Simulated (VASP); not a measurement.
Write the native input for VASP 6.6.1 that does the following.

| Item | Value |
| --- | --- |
| Task | single point |
| Functional | PBEsol |
| Potentials or basis | VASP PAW PBE potentials, release 64 (Zn, S) |
| Cutoff | 520 eV |
| k mesh | 6 × 6 × 4 |
| Occupations | gaussian, width 0.01 eV |
| Spin | no spin polarisation |
| Dipole correction | no |
| Further INCAR settings | ALGO = Normal; EDIFF = 1e-06; NBANDS = 26 |

The structure of ZnS lies in POSCAR:

```
ZnS
1.0
    3.7229038845      0.0000000000      0.0000000000
   -1.8614519422      3.2241293398      0.0000000000
    0.0000000000      0.0000000000      6.1196859688
Zn S
2 2
Direct
    0.3333333333      0.6666666667      0.0057145948
    0.6666666667      0.3333333333      0.5057145948
    0.3333333333      0.6666666667      0.3792854052
    0.6666666667      0.3333333333      0.8792854052
```

One way to write it, as run:

INCAR

```
SYSTEM = ZnS
ALGO     = Normal         ! electronic algorithm
EDIFF    = 1E-6           ! SCF threshold, eV
ENCUT    = 520            ! plane-wave cutoff, eV
GGA      = PS             ! functional
ISIF     = 2              ! what is computed and relaxed
ISMEAR   = 0              ! smearing method
LASPH    = .True.         ! aspherical terms in the spheres
LCHARG   = .True.         ! write CHGCAR
LELF     = .True.         ! ELF
LREAL    = .False.        ! projectors in reciprocal space
LVHAR    = .True.       
LWAVE    = .False.        ! write WAVECAR
NBANDS   = 26             ! bands
NELM     = 100            ! most SCF steps
PREC     = Accurate       ! precision mode
SIGMA    = 0.01           ! smearing width, eV
```

KPOINTS

```
k-points
0
Gamma
  6 6 4
  0 0 0
```

Potentials or basis: VASP PAW PBE potentials, release 64 (Zn, S).

Run with:

```bash
$ cat potpaw_PBE.64/Zn/POTCAR potpaw_PBE.64/S/POTCAR > POTCAR
$ mpirun -np 1 vasp_std > vasp.out
```

Results of the run:

```json
{
 "Pressure": "4.3 GPa",
 "Band gap on the k mesh": "2.36 eV, direct"
}
```

Caveat: the PAW data sets were made with another functional, which shifts forces and pressure a little.

Wall time 31 s on 1 thread of Intel Xeon 6975P-C (shared host), peak memory 0.19 GiB.
